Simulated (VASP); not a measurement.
Co, 3 atoms in the cell. It takes space group P6/mmm (No. 191, hexagonal). Conventional cell: a = 3.541 Å, b = 3.541 Å, c = 2.151 Å, α = 90.00°, β = 90.00°, γ = 120.00°. Co (site symmetry 6/mmm) has 14 Co at 2.15 to 2.31 Å within 2.8 Å. Co (site symmetry -6m2) has 11 Co at 2.04 to 2.31 Å within 2.7 Å. This isn't the form of Co at room conditions, which is hcp.

* Program: VASP 6.6.1
* Task: single point
* Functional: PBE
* Potentials or basis: VASP PAW PBE potentials, release 64 (Co_sv)
* Cutoff: 690 eV
* k mesh: 10 × 10 × 14
* Occupations: fermi-dirac, width 0.1 eV
* Spin: collinear spin, ferromagnetic start
* Starting moments: [1.7, 1.7, 1.7] μB
* Dipole correction: no
* Further INCAR settings: ALGO = Normal; EDIFF = 1e-06; NBANDS = 36

Potentials or basis: VASP PAW PBE potentials, release 64 (Co_sv).

Launch:

```bash
$ cat potpaw_PBE.64/Co_sv/POTCAR > POTCAR
$ mpirun -np 1 vasp_std > vasp.out
```

Hardware: 1 thread of Intel(R) Xeon(R) Platinum 8488C (Sapphire Rapids), with other jobs on the host.

Question: Estimate the wall time of this run.

Answer: It took 3.2 min on 1 thread of Intel(R) Xeon(R) Platinum 8488C (Sapphire Rapids), on a shared host, peak memory 0.29 GiB. Counts: scf iterations 17, k points 112.
